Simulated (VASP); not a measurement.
Re: single point with PBE

Re:

```
CELL_PARAMETERS angstrom
-1.53566 1.53566 1.53566
1.53566 -1.53566 1.53566
1.53566 1.53566 -1.53566
ATOMIC_POSITIONS crystal
Re 0.00000 0.00000 0.00000
```

This cell differs from its parent crystal: volume scaled by 0.96.

| Property | Result |
| --- | --- |
| Program | VASP 6.6.1 |
| Task | single point |
| Functional | PBE |
| Potentials or basis | VASP PAW PBE potentials, release 64 (Re) |
| Cutoff | 520 eV |
| k mesh | 23 × 23 × 23 |
| Occupations | fermi-dirac, width 0.1 eV |
| Spin | no spin polarisation |

```json
{
 "Pressure": "15.8 GPa"
}
```

Levels at points of the mesh, in eV from the Fermi level:
| k point | band 1 | band 2 | band 3 | band 4 | band 5 | band 6 | band 7 | band 8 |
| --- | --- | --- | --- | --- | --- | --- | --- | --- |
| (0.00, 0.00, 0.00) | -10.91 | -2.78 | -2.78 | -2.78 | 0.78 | 0.78 | 15.59 | 15.59 |

Run time: 91 s on 1 thread of AMD EPYC 7R13 (shared host), peak memory 0.14 GiB.

Caveat: spin-orbit coupling is left out, which moves the levels of the heavy elements.
